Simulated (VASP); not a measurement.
## AlN: single point with PBEsol

Crystal: AlN.

```
CELL_PARAMETERS angstrom
3.40042 0.00000 0.00000
-1.70021 2.94485 0.00000
0.00000 0.00000 4.55046
ATOMIC_POSITIONS crystal
Al 0.33333 0.66667 0.75000
Al 0.66667 0.33333 0.25000
N 0.33333 0.66667 0.25000
N 0.66667 0.33333 0.75000
```

This cell differs from its parent crystal: strained.

| Quantity | Value |
| --- | --- |
| Program | VASP 6.6.1 |
| Task | single point |
| Functional | PBEsol |
| Potentials or basis | VASP PAW PBE potentials, release 64 (Al, N) |
| Cutoff | 520 eV |
| k mesh | 9 × 9 × 6 |
| Occupations | gaussian, width 0.02 eV |
| Spin | no spin polarisation |
| Dipole correction | no |
| Further INCAR settings | ALGO = Normal; EDIFF = 1e-07; NBANDS = 16 |

```yaml
Pressure: -22.5 GPa
Band_gap_on_the_k_mesh: 2.01 eV, direct
```

Stress tensor (GPa, compression positive):
```
-22.87   0.00   0.00
  0.00 -22.87   0.00
  0.00   0.00 -21.82
```

Levels at points of the mesh, in eV from the valence-band top:
```tsv
k point	band 5	band 6	band 7	band 8	band 9	band 10	band 11	band 12
(0.00, 0.00, 0.00)	-2.95	-1.68	-1.68	0.00	2.01	3.37	7.59	7.59
(0.00, 0.00, 0.50)	-2.35	-2.35	-2.35	-2.35	4.53	4.53	7.89	7.89
```

Wall time 82 s on 1 thread of AMD EPYC 7R13, on a shared host, peak memory 0.15 GiB.

Caveat: the cell differs from its parent crystal (strained); the PAW data sets were made with another functional, which shifts forces and pressure a little.
